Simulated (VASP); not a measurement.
# CdSe (Fm-3m) in VASP: a series of runs, part 3 of 3

VASP 6.6.1. Earlier steps stand in the parts before.

**4. Single point, LDA**

This run uses another cell than the first one, of 21.54 Å³/atom.

INCAR

```
ALGO = Normal
EDIFF = 1E-6
ENCUT = 520
ISIF = 2
ISMEAR = -1
LASPH = True
LCHARG = True
LELF = True
LREAL = False
LVHAR = True
LWAVE = False
NBANDS = 16
NELM = 80
PREC = Accurate
SIGMA = 0.05
```

KPOINTS

```
k-points
0
Gamma
  8 8 8
```

POSCAR

```
CdSe
1.0
    0.0000000000      2.7824072222      2.7824072222
    2.7824072222      0.0000000000      2.7824072222
    2.7824072222      2.7824072222      0.0000000000
Cd Se
1 1
Direct
    0.0000000000      0.0000000000      0.0000000000
    0.5000000000      0.5000000000      0.5000000000
```

Potentials or basis: VASP PAW LDA potentials, release 64 (Cd, Se).

Run with:

```
$ cat potpaw_LDA.64/Cd/POTCAR potpaw_LDA.64/Se/POTCAR > POTCAR
$ mpirun -np 1 vasp_std > vasp.out
```

Run time: 26 s. Hardware: 1 thread of AMD EPYC 7R13, shared host; peak memory 0.13 GiB.

Results (log left out):

```
Free energy            : -6.5999 eV
Pressure               : 0.7 GPa
Band gap on the k mesh : zero (bands 9 and 10 overlap by 0.67 eV)
```

Levels at points of the mesh, in eV from the Fermi level:
| k point | band 6 | band 7 | band 8 | band 9 | band 10 | band 11 | band 12 | band 13 |
| --- | --- | --- | --- | --- | --- | --- | --- | --- |
| (0.00, 0.00, 0.00) | -8.22 | -0.87 | -0.87 | -0.87 | 0.17 | 8.61 | 8.61 | 8.61 |
| (0.50, 0.00, 0.00) | -8.04 | -5.59 | -0.11 | -0.11 | 2.72 | 5.01 | 5.01 | 6.41 |
| (0.50, 0.50, 0.00) | -7.33 | -4.86 | -2.54 | -2.54 | -0.77 | 5.19 | 10.15 | 10.71 |

Caveat: semilocal functionals underestimate gaps, so a narrow gap can read as zero.

**5. Single point, PBEsol**

This run uses another cell than the first one, of 22.29 Å³/atom.

INCAR

```
SYSTEM = CdSe
PREC = Accurate
ENCUT = 520
EDIFF = 1E-6
ISMEAR = -1
SIGMA = 0.05
LREAL = .False.
LASPH = .True.
NELM = 60
ALGO = Normal
ISIF = 2
LWAVE = .False.
LCHARG = .False.
GGA = PS
NBANDS = 16
```

KPOINTS

```
Automatic mesh
0
Gamma
  8 8 8
  0 0 0
```

POSCAR

```
CdSe
1.0
    0.0000000000      2.8141152594      2.8141152594
    2.8141152594      0.0000000000      2.8141152594
    2.8141152594      2.8141152594      0.0000000000
Cd Se
1 1
Direct
    0.0000000000      0.0000000000      0.0000000000
    0.5000000000      0.5000000000      0.5000000000
```

Potentials or basis: VASP PAW PBE potentials, release 64 (Cd, Se).

Run with:

```
$ cat potpaw_PBE.64/Cd/POTCAR potpaw_PBE.64/Se/POTCAR > POTCAR
$ mpirun -np 1 vasp_std > vasp.out
```

It took 32 s on 1 thread of AMD EPYC 7R13, shared host; peak memory 0.15 GiB.

Results (log left out):

* Free energy: -5.9911 eV
* Pressure: 0.5 GPa
* Band gap on the k mesh: zero (bands 9 and 10 overlap by 0.56 eV)

Levels at points of the mesh, in eV from the Fermi level:
```
           k point  band 7  band 8  band 9  band 10  band 11  band 12
(0.00, 0.00, 0.00)   -0.82   -0.82   -0.82     0.11     8.52     8.52
(0.50, 0.00, 0.00)   -5.40   -0.13   -0.13     2.75     5.05     5.05
(0.50, 0.50, 0.00)   -4.65   -2.41   -2.41    -0.66     5.16     9.95
```

Caveat: semilocal functionals underestimate gaps, so a narrow gap can read as zero; the PAW data sets were made with another functional, which shifts forces and pressure a little.

**6. Single point, PBE**

INCAR

```
SYSTEM = CdSe
PREC = Accurate ; ENCUT = 520
EDIFF = 1E-7 ; ISMEAR = 0
SIGMA = 0.011 ; LREAL = .False.
LASPH = .True. ; NELM = 80
ALGO = Normal ; ISIF = 2
LWAVE = .False. ; LCHARG = .False.
GGA = PE ; NBANDS = 16
```

KPOINTS

```
regular mesh
0
Gamma
  8 8 8
  0 0 0
```

POSCAR

```
CdSe
1.0
    0.0000000000      2.8739580000      2.8739580000
    2.8739580000      0.0000000000      2.8739580000
    2.8739580000      2.8739580000      0.0000000000
Cd Se
1 1
Direct
    0.0000000000      0.0000000000      0.0000000000
    0.5000000000      0.5000000000      0.5000000000
```

Potentials or basis: VASP PAW PBE potentials, release 64 (Cd, Se).

Run with:

```
$ cat potpaw_PBE.64/Cd/POTCAR potpaw_PBE.64/Se/POTCAR > POTCAR
$ mpirun -np 1 vasp_std > vasp.out
```

OUTCAR:

```text
SYSTEM = CdSe
   PREC = Accurate
   ENCUT = 520
   EDIFF = 1E-7
   ISMEAR = 0
   LREAL = .False.
   LASPH = .True.
   NELM = 80
   ISIF = 2
   GGA = PE

 ion  position               nearest neighbor table
   1  0.000  0.000  0.000-   2 2.87   2 2.87   2 2.87   2 2.87   2 2.87   2 2.87
   2  0.500  0.500  0.500-   1 2.87   1 2.87   1 2.87   1 2.87   1 2.87   1 2.87

  LATTYP: Found a face centered cubic cell.
 ALAT       =     5.7479160000

  Lattice vectors:

 A1 = (   0.0000000000,   2.8739580000,   2.8739580000)
 A2 = (   2.8739580000,   0.0000000000,   2.8739580000)
[... 642 lines left out ...]

  FORCE on cell =-STRESS in cart. coord.  units (eV):
  Direction    XX          YY          ZZ          XY          YZ          ZX
  --------------------------------------------------------------------------------------
  -------------------------------------------------------------------------------------
  Total       -0.0042345     -0.0042345     -0.0042345     -0.0000000     -0.0000000      0.0000000
  in kB       -0.1429027     -0.1429027     -0.1429027     -0.0000000     -0.0000000      0.0000000
  external PRESSURE =      -0.1429027 kB  Pullay stress =       0.0000000 kB

 VOLUME and BASIS-vectors are now :
 -----------------------------------------------------------------------------
  energy-cutoff  :      520.00
  volume of cell :       47.48
      direct lattice vectors                 reciprocal lattice vectors
     0.000000000  2.873958000  2.873958000    -0.173976098  0.173976098  0.173976098
     2.873958000  0.000000000  2.873958000     0.173976098 -0.173976098  0.173976098
     2.873958000  2.873958000  0.000000000     0.173976098  0.173976098 -0.173976098

 POSITION                                       TOTAL-FORCE (eV/Angst)
 -----------------------------------------------------------------------------------
      0.00000      0.00000      0.00000         0.000000      0.000000      0.000000
      2.87396      2.87396      2.87396        -0.000000     -0.000000     -0.000000
 -----------------------------------------------------------------------------------
    total drift:                               -0.000000      0.000000      0.000000

  FREE ENERGIE OF THE ION-ELECTRON SYSTEM (eV)
  ---------------------------------------------------
  free  energy   TOTEN  =        -5.2037346362 eV

  energy  without entropy=       -5.2035845269  energy(sigma->0) =       -5.20365958
```

OSZICAR:

```text
N       E                     dE             d eps       ncg     rms          rms(c)
DAV:   1     0.102538728648E+03    0.10254E+03   -0.91743E+03   976   0.103E+03
DAV:   2    -0.201318248583E+01   -0.10455E+03   -0.99072E+02  1096   0.249E+02
DAV:   3    -0.562327289185E+01   -0.36101E+01   -0.36041E+01  1152   0.473E+01
DAV:   4    -0.563422085530E+01   -0.10948E-01   -0.10948E-01  1128   0.260E+00
DAV:   5    -0.563426917331E+01   -0.48318E-04   -0.48318E-04  1184   0.155E-01    0.530E+00
DAV:   6    -0.522953645193E+01    0.40473E+00   -0.60230E-01  1184   0.895E+00    0.453E+00
DAV:   7    -0.520428055783E+01    0.25256E-01   -0.12035E-01  1056   0.244E+00    0.215E+00
DAV:   8    -0.520372804806E+01    0.55251E-03   -0.12192E-02  1064   0.128E+00    0.213E-01
DAV:   9    -0.520370282891E+01    0.25219E-04   -0.10316E-03  1144   0.375E-01    0.399E-02
DAV:  10    -0.520372312266E+01   -0.20294E-04   -0.11115E-04  1072   0.135E-01    0.395E-02
DAV:  11    -0.520373462276E+01   -0.11500E-04   -0.18152E-05  1104   0.377E-02    0.141E-02
DAV:  12    -0.520373473999E+01   -0.11723E-06   -0.50925E-07  1072   0.752E-03    0.311E-03
DAV:  13    -0.520373459697E+01    0.14302E-06   -0.25956E-07  1056   0.273E-03    0.227E-03
DAV:  14    -0.520373463616E+01   -0.39198E-07   -0.39534E-08   592   0.105E-03
   1 F= -.52037346E+01 E0= -.52036596E+01  d E =-.150109E-03
```

stdout:

```text
POSCAR found type information on POSCAR CdSe
 POSCAR found :  2 types and       2 ions
 scaLAPACK will be used
 LDA part: xc-table for (Slater+PW92), standard interpolation
 POSCAR, INCAR and KPOINTS ok, starting setup
 FFT: planning ... GRIDC
 FFT: planning ... GRID_SOFT
 FFT: planning ... GRID
 WAVECAR not read
 entering main loop
```

It took 29 s on 1 thread of AMD EPYC 7R13, shared host; peak memory 0.15 GiB.

Results:

| Item | Value |
| --- | --- |
| Free energy | -5.2037 eV |
| Pressure | 0.0 GPa |
| Band gap on the k mesh | zero (bands 9 and 10 overlap by 0.44 eV) |

Levels at points of the mesh, in eV from the Fermi level:
| k point | band 6 | band 7 | band 8 | band 9 | band 10 | band 11 | band 12 | band 13 |
| --- | --- | --- | --- | --- | --- | --- | --- | --- |
| (0.00, 0.00, 0.00) | -7.90 | -0.60 | -0.60 | -0.60 | 0.08 | 8.65 | 8.65 | 8.65 |
| (0.50, 0.00, 0.00) | -7.77 | -4.92 | -0.04 | -0.04 | 3.03 | 5.27 | 5.27 | 5.92 |
| (0.50, 0.50, 0.00) | -7.24 | -4.07 | -2.04 | -2.04 | -0.45 | 5.48 | 9.71 | 10.30 |

Caveat: semilocal functionals underestimate gaps, so a narrow gap can read as zero.

**7. The runs side by side**

```tsv
task	level	potentials or basis	cell	k mesh	cutoff (eV)	smearing	grid for exact exchange (PRECFOCK)	share of exact exchange	screening parameter	gap on the mesh (eV)	pressure (GPa)	relaxed volume (Å³/atom)
relaxation of cell and atoms	B3LYP	VASP PAW PBE potentials, release 64 (Cd, Se)	relaxed from a = 4.064 Å, angles 60.0°, 2 atoms	4 × 4 × 4	600	fermi-dirac 0.05 eV	Normal	0.2	-	0.66	0.0	24.50
relaxation of cell and atoms	HSE06	VASP PAW PBE potentials, release 64 (Cd, Se)	relaxed from a = 4.064 Å, angles 60.0°, 2 atoms	4 × 4 × 4	600	fermi-dirac 0.05 eV	Normal	0.25	0.2079 1/Å	0.40	0.0	23.21
single point	LDA	VASP PAW LDA potentials, release 64 (Cd, Se)	a = 3.935 Å, angles 60.0°, 2 atoms	8 × 8 × 8	520	fermi-dirac 0.05 eV	-	-	-	none	0.7	-
single point	PBEsol	VASP PAW PBE potentials, release 64 (Cd, Se)	a = 3.980 Å, angles 60.0°, 2 atoms	8 × 8 × 8	520	fermi-dirac 0.05 eV	-	-	-	none	0.5	-
single point	PBE	VASP PAW PBE potentials, release 64 (Cd, Se)	a = 4.064 Å, angles 60.0°, 2 atoms	8 × 8 × 8	520	gaussian 0.011 eV	-	-	-	none	0.0	-
```

Alike in all rows: no spin polarisation.

Caveats: some runs use coarse meshes; the PAW data sets were made with another functional, which shifts forces and pressure a little (at least some runs); semilocal functionals underestimate gaps, so a narrow gap can read as zero (at least some runs).

Absolute energies hang on the potentials; compare differences alone.
